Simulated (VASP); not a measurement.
Input of a VASP 6.6.1 run:

Contents of INCAR:

```
PREC = Accurate
ENCUT = 520
EDIFF = 1E-7
ISMEAR = -1
SIGMA = 0.05
LREAL = F
LASPH = T
NELM = 80
ALGO = Normal
ISIF = 2
LWAVE = F
LCHARG = F
GGA = PS
NBANDS = 24
```

Contents of KPOINTS:

```
regular mesh
0
Gamma
  11 11 11
```

Contents of POSCAR:

```
TaAs
1.0
   -1.6743708336      1.6743708336      5.5590391530
    1.6743708336     -1.6743708336      5.5590391530
    1.6743708336      1.6743708336     -5.5590391530
Ta As
2 2
Direct
    0.5010740471      0.5010740471      0.0000000000
    0.2510740471      0.7510740471      0.5000000000
    0.0815253729      0.0815253729      0.0000000000
    0.8315253729      0.3315253729      0.5000000000
```

Potentials or basis: VASP PAW PBE potentials, release 64 (Ta_pv, As).

Launch:

```console
$ cat potpaw_PBE.64/Ta_pv/POTCAR potpaw_PBE.64/As/POTCAR > POTCAR
$ mpirun -np 1 vasp_std > vasp.out
```

Predict the pressure.

21.2 GPa.

Estimate the band gap on the k mesh.

0.06 eV (least direct gap 0.08 eV).

Stress tensor (GPa, compression positive):
```
21.25  0.00  0.00
 0.00 21.25  0.00
 0.00  0.00 21.00
```

Caveat: the cell stands under pressure; the PAW data sets were made with another functional, which shifts forces and pressure a little; spin-orbit coupling is left out, which moves the levels of the heavy elements; an odd mesh through Γ misses points on the zone boundary, where band edges can lie.
